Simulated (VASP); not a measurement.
Runs of VASP 6.6.1 on CdTe. The structure is that of space group F-43m (No. 216), or close to it. The cells are those of the table. 

```tsv
cell	gap on the mesh (eV)	pressure (GPa)
a = 4.607 Å, angles 60.0°, 2 atoms	1.22	1.0
a = 4.456 Å, angles 60.0°, 2 atoms	1.55	6.6
a = 4.679 Å, angles 60.0°, 2 atoms	1.07	-0.9
a = 4.570 Å, angles 60.0°, 2 atoms	(c)	2.1
a = 4.643 Å, angles 60.0°, 2 atoms	(b)	(a)
```

Alike in all rows: task single point; level r2SCAN; potentials or basis VASP PAW PBE potentials, release 64 (Cd, Te); no spin polarisation; k mesh 5 × 5 × 5; cutoff (eV) 520; smearing gaussian 0.01 eV.

Estimate the missing entries.

(a) 0.0; (b) 1.14; (c) 1.30.

Caveats: the PAW data sets were made with another functional, which shifts forces and pressure a little; spin-orbit coupling is left out, which moves the levels of the heavy elements.

A k mesh can miss the band edges, and the runs leave out spin-orbit coupling on Cd, Te.
